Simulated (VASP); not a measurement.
Input of a VASP 6.6.1 run:

The input INCAR:

```
ALGO = Normal
EDIFF = 1E-6
ENCUT = 600
GGA = PE
GGA_COMPAT = False
ISIF = 2
ISMEAR = -1
LASPH = True
LCHARG = False
LREAL = False
LWAVE = False
NBANDS = 11
NELM = 120
PREC = Accurate
SIGMA = 0.1
```

KPOINTS

```
k-points
0
Gamma
  8 8 8
```

Contents of POSCAR:

```
MgO
1.0
    0.0000000000      2.1250000000      2.1250000000
    2.1250000000      0.0000000000      2.1250000000
    2.1250000000      2.1250000000      0.0000000000
Mg O
1 1
Direct
    0.0000000000      0.0000000000      0.0000000000
    0.5000000000      0.5000000000      0.5000000000
```

Potentials or basis: VASP PAW PBE potentials, release 64 (Mg, O).

The run is started by

```console
$ cat potpaw_PBE.64/Mg/POTCAR potpaw_PBE.64/O/POTCAR > POTCAR
$ mpirun -np 1 vasp_std > vasp.out
```

Question: Estimate the band gap on the k mesh.

Answer: 4.47 eV.

Question: Estimate the pressure.

Answer: -0.6 GPa.
